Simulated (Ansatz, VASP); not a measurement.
**SnS2 in VASP and in Ansatz**

```
CELL_PARAMETERS angstrom
3.65131 0.00000 0.00000
0.00000 8.75824 0.00000
0.00000 0.00000 26.60781
ATOMIC_POSITIONS crystal
S 0.00000 0.44576 0.28427
S 0.00000 0.05480 0.29301
S 0.50000 0.72165 0.36369
S 0.50000 0.31625 0.39501
S 0.00000 0.98518 0.44610
S 0.00000 0.57971 0.47167
S 0.50000 0.24526 0.52833
S 0.50000 0.83978 0.55390
S 0.00000 0.50871 0.60499
S 0.00000 0.10331 0.63631
S 0.50000 0.77016 0.70699
S 0.50000 0.37920 0.71573
Sn 0.50000 0.23908 0.30478
Sn 0.00000 0.52015 0.37702
Sn 0.50000 0.78242 0.45872
Sn 0.00000 0.04254 0.54128
Sn 0.50000 0.30482 0.62298
Sn 0.00000 0.58588 0.69522
```

Alike in both runs: functional PBEsol; k mesh 7 × 3 × 1; occupations gaussian, width 0.05 eV; no spin polarisation.

Ansatz relaxed the structure, and its values are those at the end. VASP's run is a single point on that final structure, the one shown.

```csv
,VASP,Ansatz
version,VASP 6.6.1,Ansatz 0.2.0
potentials or method,"VASP PAW PBE potentials, release 64 (S, Sn_d), cutoff 400 eV","scalar-relativistic, plane waves, PAW"
valence electrons in the cell,156,156
```

|  | VASP | Ansatz | Ansatz less VASP |
| --- | --- | --- | --- |
| gap on the k mesh at the Fermi level (eV) | 1.39 | 1.39 | -0.006 |
| least direct gap on the mesh (eV) | 1.44 | 1.44 | +0.001 |
| rms of the force components (eV/Å) | 0.005 | 0.003 | -0.0019 |

VASP's potentials were made for PBE, not for PBEsol. With one functional, cell and mesh, what is left measures potentials, basis and numerics. Ansatz's warnings: xc potential rough in thin density.
